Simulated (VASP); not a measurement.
# Pt (Fm-3m) in VASP: settings compared

Aim: see how the results for Pt move with the level of theory and the settings. Levels: BLYP, PBE0. Tasks: relaxation of cell and atoms, single point.

Program: VASP 6.6.1. These are calculated values, not measurements. Logs are shortened: lines on timing, memory, paths and dates and some standing lists are left out, and cuts for length are marked.

### 1 The cell of the first run

Symmetry: Fm-3m, No. 225, cubic system. Conventional cell: a = 3.922 Å, b = 3.922 Å, c = 3.922 Å, α = 90.00°, β = 90.00°, γ = 90.00°. Pt (site symmetry m-3m) has 12 Pt at 2.77 Å within 3.7 Å.

### 2 Relaxation of cell and atoms, BLYP

File INCAR:

```
PREC     = Accurate       # precision mode
ENCUT    = 500            # plane-wave cutoff, eV
EDIFF    = 1E-7           # SCF threshold, eV
ISMEAR   = -1             # smearing method
SIGMA    = 0.05           # smearing width, eV
LREAL    = F              # projectors in reciprocal space
LASPH    = T              # aspherical terms in the spheres
NELM     = 120            # most SCF steps
ALGO     = Normal         # electronic algorithm
ISIF     = 3              # what is computed and relaxed
LWAVE    = F              # write WAVECAR
LCHARG   = F              # write CHGCAR
GGA      = B5             # functional
ALDAX    = 1.0          
AGGAX    = 1.0          
AGGAC    = 1.0          
ALDAC    = 0.0          
IBRION   = 2              # ionic algorithm
NSW      = 60             # ionic steps
EDIFFG   = -0.01          # ionic threshold
GGA_COMPAT= F            
NELMIN   = 4
```

File KPOINTS:

```
Automatic mesh
0
Gamma
  12 12 12
```

File POSCAR:

```
Pt
1.0
    0.0000000000      1.9609000000      1.9609000000
    1.9609000000      0.0000000000      1.9609000000
    1.9609000000      1.9609000000      0.0000000000
Pt
1
Direct
    0.0000000000      0.0000000000      0.0000000000
```

Potentials or basis: VASP PAW PBE potentials, release 64 (Pt_sv_GW).

Started as:

```console
cat potpaw_PBE.64/Pt_sv_GW/POTCAR > POTCAR
mpirun -np 1 vasp_std > vasp.out
```

OUTCAR:

```text
PREC = Accurate
   ENCUT = 500
   EDIFF = 1E-7
   ISMEAR = -1
   LREAL = F
   LASPH = T
   NELM = 120
   ISIF = 3
   GGA = B5
   IBRION = 2
   NSW = 60
   EDIFFG = -0.01
   NELMIN = 4

 ion  position               nearest neighbor table
   1  0.000  0.000  0.000-

  LATTYP: Found a face centered cubic cell.
 ALAT       =     3.9218000000

  Lattice vectors:

 A1 = (   0.0000000000,   1.9609000000,   1.9609000000)
 A2 = (   1.9609000000,   0.0000000000,   1.9609000000)
 A3 = (   1.9609000000,   1.9609000000,   0.0000000000)

Analysis of symmetry for initial positions (statically):
=====================================================================
 Subroutine PRICEL returns:
 Original cell was already a primitive cell.

 Routine SETGRP: Setting up the symmetry group for a
 face centered cubic supercell.

 Subroutine GETGRP returns: Found 48 space group operations
 (whereof 48 operations were pure point group operations)
 out of a pool of 48 trial point group operations.

The static configuration has the point symmetry O_h .

Analysis of symmetry for dynamics (positions and initial velocities):
=====================================================================
 Subroutine PRICEL returns:
 Original cell was already a primitive cell.

 Routine SETGRP: Setting up the symmetry group for a
 face centered cubic supercell.

 Subroutine GETGRP returns: Found 48 space group operations
 (whereof 48 operations were pure point group operations)
 out of a pool of 48 trial point group operations.

The dynamic configuration has the point symmetry O_h .

 Subroutine INISYM returns: Found 48 space group operations
 (whereof 48 operations are pure point group operations),
 and found     1 'primitive' translations

----------------------------------------------------------------------------------------

                                     Primitive cell

  volume of cell :      15.0798

  direct lattice vectors                    reciprocal lattice vectors
     0.000000000  1.960900000  1.960900000    -0.254984956  0.254984956  0.254984956
     1.960900000  0.000000000  1.960900000     0.254984956 -0.254984956  0.254984956
     1.960900000  1.960900000  0.000000000     0.254984956  0.254984956 -0.254984956

  length of vectors
     2.773131374  2.773131374  2.773131374     0.441646899  0.441646899  0.441646899

  position of ions in fractional coordinates (direct lattice)
     0.000000000  0.000000000  0.000000000

  ion indices of the primitive-cell ions
   primitive index   ion index
                 1           1

----------------------------------------------------------------------------------------

 KPOINTS: Automatic mesh

Automatic generation of k-mesh.
 Grid dimensions read from file:
 generate k-points for:   12   12   12

 Generating k-lattice:

  Cartesian coordinates                     Fractional coordinates (reciprocal lattice)
    -0.021248746  0.021248746  0.021248746     0.083333333  0.000000000  0.000000000
     0.021248746 -0.021248746  0.021248746     0.000000000  0.083333333  0.000000000
     0.021248746  0.021248746 -0.021248746     0.000000000  0.000000000  0.083333333

  Length of vectors
     0.036803908  0.036803908  0.036803908

  Shift w.r.t. Gamma in fractional coordinates (k-lattice)
     0.000000000  0.000000000  0.000000000

 Subroutine IBZKPT returns following result:
 ===========================================

 Found     72 irreducible k-points:

 Following reciprocal coordinates:
            Coordinates               Weight
  0.000000  0.000000  0.000000      1.000000
  0.083333  0.000000  0.000000      8.000000
  0.166667  0.000000  0.000000      8.000000
  0.250000  0.000000  0.000000      8.000000
  0.333333  0.000000  0.000000      8.000000
  0.416667  0.000000  0.000000      8.000000
[... 16 lines left out ...]
  0.500000  0.166667  0.000000     24.000000
 -0.416667  0.166667  0.000000     24.000000
 [... further k-points ...]
   k-points           NKPTS =     72   k-points in BZ     NKDIM =     72   number of bands    NBANDS=     13
   number of dos      NEDOS =    301   number of ions     NIONS =      1
   total plane-waves  NPLWV =   8000
   dimension x,y,z NGX =    20 NGY =   20 NGZ =   20
   dimension x,y,z NGXF=    40 NGYF=   40 NGZF=   40
   ions per type =               1
   NGX,Y,Z   is equivalent  to a cutoff of  11.99, 11.99, 11.99 a.u.
   NGXF,Y,Z  is equivalent  to a cutoff of  23.98, 23.98, 23.98 a.u.
 SYSTEM =  unknown system
   PREC   = accura    normal or accurate (medium, high low for compatibility)
   ISTART =      0    job   : 0-new  1-cont  2-samecut
   ICHARG =      2    charge: 1-file 2-atom 10-const
   ISPIN  =      1    spin polarized calculation?
   LNONCOLLINEAR =      F non collinear calculations
   LSORBIT =      F    spin-orbit coupling
   LASPH  =      T    aspherical Exc in radial PAW
   ENCUT  =  500.0 eV  36.75 Ry    6.06 a.u.   5.06  5.06  5.06*2*pi/ulx,y,z
   NELM   =    120;   NELMIN=  4; NELMDL= -5     # of ELM steps
   EDIFF  = 0.1E-06   stopping-criterion for ELM
   LREAL  =      F    real-space projection
   EDIFFG = -.1E-01   stopping-criterion for IOM
   NSW    =     60    number of steps for IOM
   IBRION =      2    ionic relax: 0-MD 1-quasi-New 2-CG
   NFREE  =      1    steps in history (QN), initial steepest desc. (CG)
   ISIF   =      3    stress and relaxation
   ISYM   =      2    0-nonsym 1-usesym 2-fastsym
   POTIM  = 0.5000    time-step for ionic-motion
   TEBEG  =    0.0;   TEEND  =   0.0 temperature during run
   PSTRESS=    0.0 pullay stress
   NELECT =      18.0000    total number of electrons
   NUPDOWN=      -1.0000    fix difference up-down
   EMIN   =  10.00;   EMAX   =-10.00  energy-range for DOS
   EFERMI =   0.00;   METHOD = LEGACY
   ISMEAR =    -1;   SIGMA  =   0.05  broadening in eV -4-tet -1-fermi 0-gaus
   EFERMI_NEDOS =   21; number of points for ismear=-14 and -15
   IALGO  =     38    algorithm
   IMIX   =      4    mixing-type and parameters
     AMIX     =   0.40;   BMIX     =  1.00
     AMIX_MAG =   1.60;   BMIX_MAG =  1.00
  volume/ion in A,a.u.               =      15.08       101.76
  Fermi-wavevector in a.u.,A,eV,Ry     =   1.736602  3.281701 41.032252  3.015785
  Thomas-Fermi vector in A             =   2.809985
   LORBIT       =      0    0 simple, 1 ext, 2 COOP (PROOUT), +10 PAW based schemes
   GGA     = B5    functional components
   LHFCALC =     F    Hartree Fock is set to
   AEXX    =    0.0000 exact exchange contribution
   IVDW    =     0    specifies the selected vdW correction
   LEPSILON=     F    determine dielectric tensor
   LRPA    =     F    only Hartree local field effects (RPA)
 conjugate gradient relaxation of ions
 non-spin polarized calculation
  energy-cutoff  :      500.00
  volume of cell :       15.08
 maximum number of plane-waves:       392
   NGX = 11   NGY = 11   NGZ = 11

--------------------------------------- Ionic step        1  -------------------------------------------

 number of electron      18.0000000 magnetization

 Free energy of the ion-electron system (eV)
  ---------------------------------------------------
  ext. energy  EPLUGINS =         0.00000000
  ---------------------------------------------------
  free energy    TOTEN  =        -4.93645455 eV

  energy without entropy =       -4.92144034  energy(sigma->0) =       -4.92894745

 E-fermi :  11.3414     XC(G=0): -13.4042

 val. band max:       11.3375496352   @ k =  -0.2500   0.4167   0.1667
 cond. band min:      11.3427587892   @ k =  -0.4167   0.4167   0.1667
 fundamental gap:      0.0052091540
 Fermi energy:        11.3413975736

 k-point     1 :       0.0000    0.0000    0.0000
  band No.  band energies     occupation
      1     -86.6782      2.00000
      2     -40.9403      2.00000
      3     -40.9403      2.00000
      4     -40.9403      2.00000
      5       1.3021      2.00000
      6       7.5285      2.00000
      7       7.5285      2.00000
      8       7.5285      2.00000
      9       9.6713      2.00000
     10       9.6713      2.00000
     11      26.2715      0.00000
     12      31.0728      0.00000
     13      31.0728      0.00000

 k-point     2 :       0.0833    0.0000    0.0000
  band No.  band energies     occupation
      1     -86.6747      2.00000
      2     -40.9725      2.00000
      3     -40.9436      2.00000
      4     -40.9436      2.00000
      5       1.5821      2.00000
      6       7.4139      2.00000
      7       7.6370      2.00000
      8       7.6370      2.00000
      9       9.6151      2.00000
     10       9.6151      2.00000
     11      26.6960      0.00000
     12      29.8292      0.00000
     13      31.5010      0.00000
[... 470 lines left out ...]
 VOLUME and BASIS-vectors are now :
 -----------------------------------------------------------------------------
  energy-cutoff  :      500.00
  volume of cell :       16.51
      direct lattice vectors                 reciprocal lattice vectors
     0.000000000  2.020826705  2.020826705    -0.247423492  0.247423492  0.247423492
     2.020826705  0.000000000  2.020826705     0.247423492 -0.247423492  0.247423492
     2.020826705  2.020826705 -0.000000000     0.247423492  0.247423492 -0.247423492

 POSITION                                       TOTAL-FORCE (eV/Angst)
 -----------------------------------------------------------------------------------
      0.00000      0.00000      0.00000        -0.000000     -0.000000      0.000000
 -----------------------------------------------------------------------------------
    total drift:                               -0.000000     -0.000000     -0.000000

  FREE ENERGIE OF THE ION-ELECTRON SYSTEM (eV)
  ---------------------------------------------------
  free  energy   TOTEN  =        -5.0312535007 eV

  energy  without entropy=       -5.0147419518  energy(sigma->0) =       -5.02299773

--------------------------------------- Ionic step        5  -------------------------------------------

 number of electron      17.9999999 magnetization

 Free energy of the ion-electron system (eV)
  ---------------------------------------------------
  ext. energy  EPLUGINS =         0.00000000
  ---------------------------------------------------
  free energy    TOTEN  =        -5.03126404 eV

  energy without entropy =       -5.01478443  energy(sigma->0) =       -5.02302424

 E-fermi :   9.7643     XC(G=0): -12.8441

 val. band max:        9.7642045250   @ k =  -0.4167   0.4167   0.1667
 cond. band min:       9.7708461951   @ k =   0.5000   0.4167   0.0833
 fundamental gap:      0.0066416700
 Fermi energy:         9.7642746579

 k-point     1 :       0.0000    0.0000    0.0000
  band No.  band energies     occupation
      1     -87.9131      2.00000
      2     -42.2449      2.00000
      3     -42.2449      2.00000
      4     -42.2449      2.00000
      5       0.6657      2.00000
      6       6.4665      2.00000
      7       6.4665      2.00000
      8       6.4665      2.00000
      9       8.3178      2.00000
     10       8.3178      2.00000
     11      24.8918      0.00000
     12      29.1954      0.00000
     13      29.1954      0.00000

 k-point     2 :       0.0833    0.0000    0.0000
  band No.  band energies     occupation
      1     -87.9108      2.00000
      2     -42.2675      2.00000
      3     -42.2469      2.00000
      4     -42.2469      2.00000
      5       0.9224      2.00000
      6       6.3701      2.00000
      7       6.5619      2.00000
      8       6.5619      2.00000
      9       8.2725      2.00000
     10       8.2725      2.00000
     11      25.2514      0.00000
     12      27.9561      0.00000
     13      29.5602      0.00000
[... 365 lines left out ...]
 VOLUME and BASIS-vectors are now :
 -----------------------------------------------------------------------------
  energy-cutoff  :      500.00
  volume of cell :       16.48
      direct lattice vectors                 reciprocal lattice vectors
     0.000000000  2.019628170  2.019628170    -0.247570324  0.247570324  0.247570324
     2.019628170  0.000000000  2.019628170     0.247570324 -0.247570324  0.247570324
     2.019628170  2.019628170 -0.000000000     0.247570324  0.247570324 -0.247570324

 POSITION                                       TOTAL-FORCE (eV/Angst)
 -----------------------------------------------------------------------------------
      0.00000      0.00000      0.00000         0.000000      0.000000     -0.000000
 -----------------------------------------------------------------------------------
    total drift:                               -0.000000     -0.000000     -0.000000

  FREE ENERGIE OF THE ION-ELECTRON SYSTEM (eV)
  ---------------------------------------------------
  free  energy   TOTEN  =        -5.0312640414 eV

  energy  without entropy=       -5.0147844341  energy(sigma->0) =       -5.02302424

 reached required accuracy - stopping structural energy minimisation
```

Run time: 60 s. Hardware: 1 thread of AMD EPYC 9R45 (Zen 5), shared host; peak memory 0.11 GiB.

Results:

```
Free energy                           : -5.0313 eV
Relaxed volume                        : 16.48 Å³/atom
Relaxed cell                          : a = 2.856 Å, b = 2.856 Å, c = 2.856 Å, α = 60.00°, β = 60.00°, γ = 60.00°
Space group after relaxing (to 0.1 Å) : Fm-3m (No. 225)
Energy gained by relaxing             : 94.8 meV/atom
Ionic steps                           : 5
Pressure after relaxing               : -0.1 GPa
Band gap on the k mesh                : zero (bands 9 and 10 overlap by 1.93 eV)
```

Step by step:
| step | energy change (eV) | largest force (eV/Å) | pressure (GPa) | volume (Å³) |
| --- | --- | --- | --- | --- |
| 1 | 0.0000 | 0.0000 | 23.88 | 15.08 |
| 2 | 0.2931 | 0.0000 | -23.59 | 20.54 |
| 3 | -0.0941 | 0.0000 | -1.63 | 16.62 |
| 4 | -0.0948 | 0.0000 | -0.27 | 16.51 |
| 5 | -0.0948 | 0.0000 | -0.07 | 16.48 |

Final structure:
```cif
data_structure
_symmetry_space_group_name_H-M 'P 1'
_symmetry_Int_Tables_number 1
_cell_length_a 2.8562
_cell_length_b 2.8562
_cell_length_c 2.8562
_cell_angle_alpha 60.000
_cell_angle_beta 60.000
_cell_angle_gamma 60.000
_cell_volume 16.48
loop_
_atom_site_label
_atom_site_type_symbol
_atom_site_fract_x
_atom_site_fract_y
_atom_site_fract_z
_atom_site_occupancy
Pt1 Pt 0.00000 0.00000 0.00000 1
```

Levels at points of the mesh, in eV from the Fermi level:
```
           k point  band 5  band 6  band 7  band 8  band 9  band 10  band 11  band 12  band 13
(0.00, 0.00, 0.00)   -9.10   -3.30   -3.30   -3.30   -1.45    -1.45    15.13    19.43    19.43
(0.50, 0.00, 0.00)   -6.40   -3.34   -3.34    0.01    0.01     0.18     5.22    14.71    18.39
(0.50, 0.50, 0.00)   -6.10   -5.73   -0.03    0.40    0.40     2.20     7.97    11.25    11.25
```

Caveat: the PAW data sets were made with another functional, which shifts forces and pressure a little; spin-orbit coupling is left out, which moves the levels of the heavy elements. Zero-point motion and thermal expansion aren't in these numbers.

### 3 Single point, PBE0

This run uses another cell than the first one, of 15.38 Å³/atom.

File POSCAR:

```
Pt
1.0
    0.0000000000      1.9738864712      1.9738864712
    1.9738864712      0.0000000000      1.9738864712
    1.9738864712      1.9738864712      0.0000000000
Pt
1
Direct
    0.0000000000      0.0000000000      0.0000000000
```

File INCAR.step1:

```
SYSTEM = Pt
ALGO = Normal
EDIFF = 1E-5
ENCUT = 430
GGA = PE
GGA_COMPAT = .FALSE.
ISIF = 2
ISMEAR = -1
LASPH = .TRUE.
LCHARG = .FALSE.
LREAL = .FALSE.
LWAVE = .TRUE.
NBANDS = 15
NELM = 120
PREC = Accurate
SIGMA = 0.05
```

File INCAR.step2:

```
SYSTEM = Pt
AEXX = 0.25
ALGO = Normal
EDIFF = 1E-6
ENCUT = 430
GGA = PE
GGA_COMPAT = .FALSE.
ISIF = 2
ISMEAR = -1
ISTART = 1
LASPH = .TRUE.
LCHARG = .FALSE.
LHFCALC = .TRUE.
LREAL = .FALSE.
LWAVE = .FALSE.
NBANDS = 15
NELM = 120
PREC = Accurate
PRECFOCK = Normal
SIGMA = 0.05
```

File KPOINTS:

```
k-points
0
G
  8 8 8
  0 0 0
```

Potentials or basis: VASP PAW PBE potentials, release 64 (Pt_sv_GW).

Started as:

```console
cat potpaw_PBE.64/Pt_sv_GW/POTCAR > POTCAR
cp INCAR.step1 INCAR
mpirun -np 1 vasp_std > vasp.out
cp INCAR.step2 INCAR
mpirun -np 1 vasp_std > vasp.out
```

Wall time 57 min (1 thread of Intel Xeon Platinum 8488C (Sapphire Rapids), shared host); peak memory 0.14 GiB.

It converged, with:

```
Free energy            : -5.4121 eV
Pressure               : -7.4 GPa
Band gap on the k mesh : zero (bands 9 and 10 overlap by 3.63 eV)
```

Levels at points of the mesh, in eV from the Fermi level:
```
           k point  band 6  band 7  band 8  band 9  band 10  band 11  band 12  band 13
(0.00, 0.00, 0.00)   -4.47   -4.47   -4.47   -2.40    -2.40    16.50    21.58    21.58
(0.50, 0.00, 0.00)   -4.63   -4.63   -0.20    0.40     0.40     7.51    16.05    21.01
(0.50, 0.50, 0.00)   -7.45   -0.55    1.10    1.10     2.79    10.73    13.21    13.21
```

Caveat: the cell stands under tension; the PAW data sets were made with another functional, which shifts forces and pressure a little; spin-orbit coupling is left out, which moves the levels of the heavy elements.

The gap in the log of VASP goes by the Fermi energy; the results here count the filled bands.